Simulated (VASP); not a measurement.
# Os (Cmce) in VASP: further runs, part 3 of 3

VASP 6.6.1. Earlier steps stand in the parts before.

## Step 5: Single point, PBEsol

This run uses another cell than the first one, of 14.77 Å³/atom, 0.997 times its volume.

The input, INCAR:

```
SYSTEM = Os
PREC = Accurate
ENCUT = 500
EDIFF = 1E-6
ISMEAR = 0
SIGMA = 0.1
LREAL = .False.
LASPH = .True.
NELM = 120
ALGO = Normal
ISIF = 2
LWAVE = .False.
LCHARG = .False.
GGA = PS
NBANDS = 40
GGA_COMPAT = .False.
```

The input, KPOINTS:

```
Automatic mesh
0
Gamma
  6 6 4
  0 0 0
```

The input, POSCAR:

```
Os
1.0
    1.5211188047     -4.8253013443      0.0000000000
    1.5211188047      4.8253013443      0.0000000000
    0.0000000000      0.0000000000      4.0256799787
Os
4
Direct
    0.0980000000      0.9020000000      0.9100000000
    0.5980000000      0.4020000000      0.5900000000
    0.9020000000      0.0980000000      0.0900000000
    0.4020000000      0.5980000000      0.4100000000
```

Potentials or basis: VASP PAW PBE potentials, release 64 (Os_sv_GW).

Run with:

```sh
cat potpaw_PBE.64/Os_sv_GW/POTCAR > POTCAR
mpirun -np 1 vasp_std > vasp.out
```

OUTCAR:

```text
SYSTEM = Os
   PREC = Accurate
   ENCUT = 500
   EDIFF = 1E-6
   ISMEAR = 0
   LREAL = .False.
   LASPH = .True.
   NELM = 120
   ISIF = 2
   GGA = PS

 ion  position               nearest neighbor table
   1  0.098  0.902  0.910-   2 1.99   2 1.99   3 2.03   2 3.13   2 3.13   4 3.15   4 3.15   4 3.15
                             4 3.15
   2  0.598  0.402  0.590-   1 1.99   1 1.99   4 2.03   1 3.13   1 3.13   3 3.15   3 3.15   3 3.15
                             3 3.15
   3  0.902  0.098  0.090-   4 1.99   4 1.99   1 2.03   4 3.13   4 3.13   2 3.15   2 3.15   2 3.15
                             2 3.15
   4  0.402  0.598  0.410-   3 1.99   3 1.99   2 2.03   3 3.13   3 3.13   1 3.15   1 3.15   1 3.15
                             1 3.15

  LATTYP: Found a base centered orthorhombic cell.
 ALAT       =     3.0422376094
 B/A-ratio  =     3.1722054381
 C/A-ratio  =     1.3232628399

  Lattice vectors:

 A1 = (   1.5211188047,  -4.8253013443,   0.0000000000)
 A2 = (   1.5211188047,   4.8253013443,   0.0000000000)
 A3 = (   0.0000000000,   0.0000000000,   4.0256799787)

Analysis of symmetry for initial positions (statically):
=====================================================================
 Subroutine PRICEL returns:
 Original cell was already a primitive cell.

 Routine SETGRP: Setting up the symmetry group for a
 base centered orthorhombic supercell.

 Subroutine GETGRP returns: Found  8 space group operations
 (whereof  4 operations were pure point group operations)
 out of a pool of  8 trial point group operations.

The static configuration has the point symmetry C_2h.
 The point group associated with its full space group is D_2h.

Analysis of symmetry for dynamics (positions and initial velocities):
=====================================================================
 Subroutine PRICEL returns:
 Original cell was already a primitive cell.

 Routine SETGRP: Setting up the symmetry group for a
 base centered orthorhombic supercell.

 Subroutine GETGRP returns: Found  8 space group operations
 (whereof  4 operations were pure point group operations)
 out of a pool of  8 trial point group operations.

The dynamic configuration has the point symmetry C_2h.
 The point group associated with its full space group is D_2h.

 Subroutine INISYM returns: Found  8 space group operations
 (whereof  4 operations are pure point group operations),
 and found     1 'primitive' translations

----------------------------------------------------------------------------------------

                                     Primitive cell

  volume of cell :      59.0958

  direct lattice vectors                    reciprocal lattice vectors
     1.521118805 -4.825301344  0.000000000     0.328705423 -0.103620471  0.000000000
     1.521118805  4.825301344  0.000000000     0.328705423  0.103620471  0.000000000
     0.000000000  0.000000000  4.025679979     0.000000000  0.000000000  0.248405240

  length of vectors
     5.059380939  5.059380939  4.025679979     0.344651211  0.344651211  0.248405240

  position of ions in fractional coordinates (direct lattice)
     0.098000000  0.902000000  0.910000000
     0.598000000  0.402000000  0.590000000
     0.902000000  0.098000000  0.090000000
     0.402000000  0.598000000  0.410000000

[... 32 lines left out ...]

 Following reciprocal coordinates:
            Coordinates               Weight
  0.000000  0.000000  0.000000      1.000000
  0.166667  0.000000  0.000000      4.000000
  0.333333 -0.000000  0.000000      4.000000
  0.500000 -0.000000  0.000000      2.000000
  0.166667  0.166667  0.000000      2.000000
  0.333333  0.166667  0.000000      4.000000
[... 16 lines left out ...]
  0.333333  0.333333  0.250000      4.000000
  0.500000  0.333333  0.250000      8.000000
 [... further k-points ...]
   k-points           NKPTS =     39   k-points in BZ     NKDIM =     39   number of bands    NBANDS=     40
   number of dos      NEDOS =    301   number of ions     NIONS =      4
   total plane-waves  NPLWV =  48000
   dimension x,y,z NGX =    40 NGY =   40 NGZ =   30
   dimension x,y,z NGXF=    80 NGYF=   80 NGZF=   60
   ions per type =               4
   NGX,Y,Z   is equivalent  to a cutoff of  13.14, 13.14, 12.39 a.u.
   NGXF,Y,Z  is equivalent  to a cutoff of  26.29, 26.29, 24.78 a.u.
 SYSTEM =  Os
   PREC   = accura    normal or accurate (medium, high low for compatibility)
   ISTART =      0    job   : 0-new  1-cont  2-samecut
   ICHARG =      2    charge: 1-file 2-atom 10-const
   ISPIN  =      1    spin polarized calculation?
   LNONCOLLINEAR =      F non collinear calculations
   LSORBIT =      F    spin-orbit coupling
   LASPH  =      T    aspherical Exc in radial PAW
   ENCUT  =  500.0 eV  36.75 Ry    6.06 a.u.   9.22  9.22  7.34*2*pi/ulx,y,z
   NELM   =    120;   NELMIN=  2; NELMDL= -5     # of ELM steps
   EDIFF  = 0.1E-05   stopping-criterion for ELM
   LREAL  =      F    real-space projection
   EDIFFG = 0.1E-04   stopping-criterion for IOM
   NSW    =      0    number of steps for IOM
   IBRION =     -1    ionic relax: 0-MD 1-quasi-New 2-CG
   NFREE  =      0    steps in history (QN), initial steepest desc. (CG)
   ISIF   =      2    stress and relaxation
   ISYM   =      2    0-nonsym 1-usesym 2-fastsym
   POTIM  = 0.5000    time-step for ionic-motion
   TEBEG  =    0.0;   TEEND  =   0.0 temperature during run
   PSTRESS=    0.0 pullay stress
   NELECT =      64.0000    total number of electrons
   NUPDOWN=      -1.0000    fix difference up-down
   EMIN   =  10.00;   EMAX   =-10.00  energy-range for DOS
   EFERMI =   0.00;   METHOD = LEGACY
   ISMEAR =     0;   SIGMA  =   0.10  broadening in eV -4-tet -1-fermi 0-gaus
   EFERMI_NEDOS =   21; number of points for ismear=-14 and -15
   IALGO  =     38    algorithm
   IMIX   =      4    mixing-type and parameters
     AMIX     =   0.40;   BMIX     =  1.00
     AMIX_MAG =   1.60;   BMIX_MAG =  1.00
  volume/ion in A,a.u.               =      14.77        99.70
  Fermi-wavevector in a.u.,A,eV,Ry     =   1.681186  3.176982 38.455342  2.826388
  Thomas-Fermi vector in A             =   2.764788
   LORBIT       =      0    0 simple, 1 ext, 2 COOP (PROOUT), +10 PAW based schemes
   GGA     = PS    functional components
   LHFCALC =     F    Hartree Fock is set to
   AEXX    =    0.0000 exact exchange contribution
   IVDW    =     0    specifies the selected vdW correction
   LEPSILON=     F    determine dielectric tensor
   LRPA    =     F    only Hartree local field effects (RPA)
 non-spin polarized calculation
 Gauss-broadening in eV      SIGMA  =   0.10
  energy-cutoff  :      500.00
  volume of cell :       59.10
 maximum number of plane-waves:      1520
 NGX is ok and might be reduce to    40
   NGX = 19   NGY = 19   NGZ = 15

 number of electron      63.9999997 magnetization

 Free energy of the ion-electron system (eV)
  ---------------------------------------------------
  ext. energy  EPLUGINS =         0.00000000
  ---------------------------------------------------
  free energy    TOTEN  =       -31.06926566 eV

  energy without entropy =      -31.06421392  energy(sigma->0) =      -31.06673979

 E-fermi :  13.4395     XC(G=0): -13.8911

 val. band max:       13.4233819597   @ k =   0.5000   0.3333   0.0000
 cond. band min:      13.4675204309   @ k =   0.3333   0.3333   0.2500
 fundamental gap:      0.0441384712
 Fermi energy:        13.4395436150

 k-point     1 :       0.0000    0.0000    0.0000
  band No.  band energies     occupation
      1     -74.7043      2.00000
      2     -74.2464      2.00000
      3     -73.5981      2.00000
      4     -73.0993      2.00000
      5     -36.0886      2.00000
      6     -35.9544      2.00000
[... 1021 lines left out ...]
     39      17.5200      0.00000
     40      17.9794      0.00000

 [... further k-points ...]

------------------------ aborting loop because EDIFF is reached ----------------------------------------

  FORCE on cell =-STRESS in cart. coord.  units (eV):
  Direction    XX          YY          ZZ          XY          YZ          ZX
  --------------------------------------------------------------------------------------
  -------------------------------------------------------------------------------------
  Total       95.2513838     56.4267511     74.6739788      0.0000000     -0.0000000      0.0000000
  in kB     2582.4091792   1529.8146257   2024.5245858      0.0000000     -0.0000000      0.0000000
  external PRESSURE =    2045.5827969 kB  Pullay stress =       0.0000000 kB

 VOLUME and BASIS-vectors are now :
 -----------------------------------------------------------------------------
  energy-cutoff  :      500.00
  volume of cell :       59.10
      direct lattice vectors                 reciprocal lattice vectors
     1.521118805 -4.825301344  0.000000000     0.328705423 -0.103620471  0.000000000
     1.521118805  4.825301344  0.000000000     0.328705423  0.103620471  0.000000000
     0.000000000  0.000000000  4.025679979     0.000000000  0.000000000  0.248405240

 POSITION                                       TOTAL-FORCE (eV/Angst)
 -----------------------------------------------------------------------------------
      1.52112      3.87954      3.66337         0.000000    -16.917035     18.793607
      1.52112     -0.94576      2.37515         0.000000    -16.917035    -18.793607
      1.52112     -3.87954      0.36231         0.000000     16.917035    -18.793607
      1.52112      0.94576      1.65053         0.000000     16.917035     18.793607
 -----------------------------------------------------------------------------------
    total drift:                                0.000000      0.000000      0.000000

  FREE ENERGIE OF THE ION-ELECTRON SYSTEM (eV)
  ---------------------------------------------------
  free  energy   TOTEN  =       -31.0692656610 eV

  energy  without entropy=      -31.0642139238  energy(sigma->0) =      -31.06673979
```

It took 2.4 min on 1 thread of AMD EPYC 7R43 (Zen 3), shared host; peak memory 0.2 GiB.

Results:

```yaml
Free_energy: -31.0693 eV
Pressure: 204.6 GPa
Largest_force: 25.286 eV/Å
Band_gap_on_the_k_mesh: zero (band 32 reaches 14.32 eV, above the bottom of band 33 at 12.61 eV)
```

Forces in eV/Å, atoms in the order of the input:
```
Os    0.000 -16.917  18.794
Os    0.000 -16.917 -18.794
Os    0.000  16.917 -18.794
Os    0.000  16.917  18.794
```

Levels at points of the mesh, in eV from the Fermi level:
```
           k point  band 29  band 30  band 31  band 32  band 33  band 34  band 35  band 36
(0.00, 0.00, 0.00)    -2.07    -2.03    -1.30    -0.87    -0.83     2.11     2.41     3.48
(0.50, 0.00, 0.00)    -2.92    -2.92    -1.78    -1.78     1.30     1.30     1.61     1.61
(0.50, 0.50, 0.00)    -3.07    -2.95    -2.33     0.88     1.57     1.91     3.20     4.42
(0.00, 0.00, 0.50)    -3.68    -3.68     0.23     0.23     0.78     0.78     2.04     2.04
(0.50, 0.00, 0.50)    -2.57    -2.57    -1.63    -1.63     0.46     0.46     2.08     2.08
(0.50, 0.50, 0.50)    -3.39    -3.39     0.12     0.12     1.47     1.47     1.86     1.86
```

Caveat: the k points lie up to 0.39 Å⁻¹ apart; the PAW data sets were made with another functional, which shifts forces and pressure a little; spin-orbit coupling is left out, which moves the levels of the heavy elements.

## Step 6: Overview

```csv
potentials or basis,cell,cutoff (eV),second run,gap on the mesh (eV),pressure (GPa),largest force (eV/Å)
"VASP PAW PBE potentials, release 64 (Os)","a = 3.060, b = 3.060, c = 6.882 Å, angles 90.0, 90.0, 66.9°, 4 atoms",520,-,none,71.3,15.86
"VASP PAW PBE potentials, release 64 (Os)","a = 5.059, b = 5.059, c = 4.026 Å, angles 90.0, 90.0, 145.0°, 4 atoms",520,-,none,185.7,22.36
"VASP PAW PBE potentials, release 64 (Os)","a = 4.929, b = 4.929, c = 4.627 Å, angles 90.0, 90.0, 147.9°, 4 atoms",520,-,none,0.2,0.10
"VASP PAW PBE potentials, release 64 (Os_sv_GW)","a = 5.059, b = 5.059, c = 4.026 Å, angles 90.0, 90.0, 145.0°, 4 atoms",500,valence_matched,none,204.6,25.29
```

Alike in all rows: task single point; level PBEsol; no spin polarisation; k mesh 6 × 6 × 4; smearing gaussian 0.1 eV.

Caveats: all runs use coarse meshes; the PAW data sets were made with another functional, which shifts forces and pressure a little; spin-orbit coupling is left out, which moves the levels of the heavy elements.

Absolute energies hang on the potentials; compare differences alone.
